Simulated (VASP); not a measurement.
Write the native input for VASP 6.6.1 that does the following.

```yaml
Task: single point
Functional: PBE
Potentials_or_basis: VASP PAW PBE potentials, release 64 (Cl, Al)
Cutoff: 520 eV
k_mesh: 7 × 7 × 7
Occupations: fermi-dirac, width 0.1 eV
Spin: no spin polarisation
Dipole_correction: no
Further_INCAR_settings: ALGO = Normal; EDIFF = 1e-06; NBANDS = 26
```

The structure of AlCl2 lies in POSCAR:

```
AlCl2
1.0
    0.0000000000      0.0000000000      5.4225530000
    5.4479880000      0.0000000000      0.0000000000
    2.7239940000      5.0894520000     -2.7112760000
Cl Al
4 2
Direct
    0.1150100000      0.0991900000      0.2300200000
    0.8849900000      0.9008100000      0.7699800000
    0.3849900000      0.3292100000      0.7699800000
    0.6150100000      0.6707900000      0.2300200000
    0.2500000000      0.0000000000      0.0000000000
    0.7500000000      0.0000000000      0.0000000000
```

One way to write it, as run:

INCAR

```
ALGO     = Normal         # electronic algorithm
EDIFF    = 1E-6           # SCF threshold, eV
ENCUT    = 520            # plane-wave cutoff, eV
GGA      = PE             # functional
ISIF     = 2              # what is computed and relaxed
ISMEAR   = -1             # smearing method
LASPH    = True           # aspherical terms in the spheres
LCHARG   = False          # write CHGCAR
LREAL    = False          # projectors in reciprocal space
LWAVE    = False          # write WAVECAR
NBANDS   = 26             # bands
NELM     = 60             # most SCF steps
PREC     = Accurate       # precision mode
SIGMA    = 0.1            # smearing width, eV
```

KPOINTS

```
k-points
0
Gamma
  7 7 7
```

Potentials or basis: VASP PAW PBE potentials, release 64 (Cl, Al).

The run is started by

```sh
$ cat potpaw_PBE.64/Cl/POTCAR potpaw_PBE.64/Al/POTCAR > POTCAR
$ mpirun -np 1 vasp_std > vasp.out
```

Results of the run:

```
Pressure               : 12.9 GPa
Largest force          : 2.895 eV/Å
Band gap on the k mesh : zero (band 17 reaches 6.48 eV, above the bottom of band 18 at 5.47 eV)
```

Caveat: forces of over 1 eV/Å act on the atoms, so gaps and moduli don't describe the material at rest.

It took 2.4 min on 1 thread of Intel(R) Xeon(R) Platinum 8488C (Sapphire Rapids), on a shared host, peak memory 0.37 GiB.
